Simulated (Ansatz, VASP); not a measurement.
## Two plane-wave programs on NaF

```xyz
2
Lattice="0.0000 2.2972 2.2972 2.1686 0.0000 2.2972 2.1686 2.2972 0.0000" Properties=species:S:1:pos:R:3 pbc="T T T"
Na    0.0000    0.0000    0.0000
F     2.1686    2.2972    2.2972
```

Change from the starting cell: uniaxial_x strain -5.6%.

Alike in both runs: task single point; functional r2SCAN; k mesh 10 × 10 × 10; no spin polarisation.

|  | VASP | Ansatz |
| --- | --- | --- |
| version | VASP 6.6.1 | Ansatz 0.2.0 |
| potentials or method | VASP PAW PBE potentials, release 64 (Na_sv, F) | plane waves, PAW |
| plane-wave cutoff (eV) | 970 | 500 |
| occupations | gaussian, width 0.01 eV | fixed |
| valence electrons in the cell | 16 | 16 |

|  | VASP | Ansatz | Ansatz less VASP |
| --- | --- | --- | --- |
| gap on the k mesh at the Fermi level (eV) | 7.60 | 7.60 | +0.003 |
| pressure (GPa) | 3.6 | 4.2 | +0.59 |
| traceless stress, the component that is largest in VASP (GPa) | 5.52 | 5.54 | +0.019 |

VASP's potentials were made for PBE, not for r2SCAN.
